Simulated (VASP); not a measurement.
The system is Cu.

```
Cu
1.0
     2.53076    0.00000    0.00000
    -1.26538    2.19171    0.00000
     0.00000    0.00000    8.26182
Cu
4
Direct
  0.00000 0.00000 0.00000
  0.33333 0.66667 0.25000
  0.00000 0.00000 0.50000
  0.66667 0.33333 0.75000
```

```yaml
Program: VASP 6.6.1
Task: relaxation of cell and atoms
Functional: LDA
Potentials_or_basis: VASP PAW LDA potentials, release 64 (Cu)
Cutoff: 600 eV
k_mesh: 11 × 11 × 3
Occupations: methfessel-paxton, width 0.1 eV
Spin: no spin polarisation
```

At the start: pressure -7.8 GPa; volume 11.46 Å³/atom.

Question: How do energy, volume and symmetry change on relaxing?

Answer: Over 8 steps the energy falls by 14.0 meV/atom and the volume is 10.93 Å³/atom (-4.6 %); space group P6_3/mmc (No. 194, to 0.05 Å).

Step by step:
| step | energy change (eV) | largest force (eV/Å) | pressure (GPa) | volume (Å³) |
| --- | --- | --- | --- | --- |
| 1 | 0.0000 | 0.0000 | -7.79 | 45.83 |
| 2 | -0.0264 | 0.0000 | 6.80 | 42.23 |
| 3 | -0.0559 | 0.0000 | 0.02 | 43.67 |
| 4 | -0.0559 | 0.0000 | 0.21 | 43.63 |
| 5 | -0.0561 | 0.0000 | 0.23 | 43.64 |
| 6 | -0.0561 | 0.0000 | 0.16 | 43.64 |
| 7 | -0.0561 | 0.0000 | 0.16 | 43.64 |
| 8 | -0.0562 | 0.0000 | -0.10 | 43.71 |

Final structure:
```yaml
crystal:
  lattice:
    - [2.48549, 0.00000, 0.00000]
    - [-1.24275, 2.15250, 0.00000]
    - [0.00000, 0.00000, 8.16931]
  atoms:
    - { symbol: Cu, position: [0.00000, 0.00000, 0.00000] }
    - { symbol: Cu, position: [0.33333, 0.66667, 0.25000] }
    - { symbol: Cu, position: [0.00000, 0.00000, 0.50000] }
    - { symbol: Cu, position: [0.66667, 0.33333, 0.75000] }
```
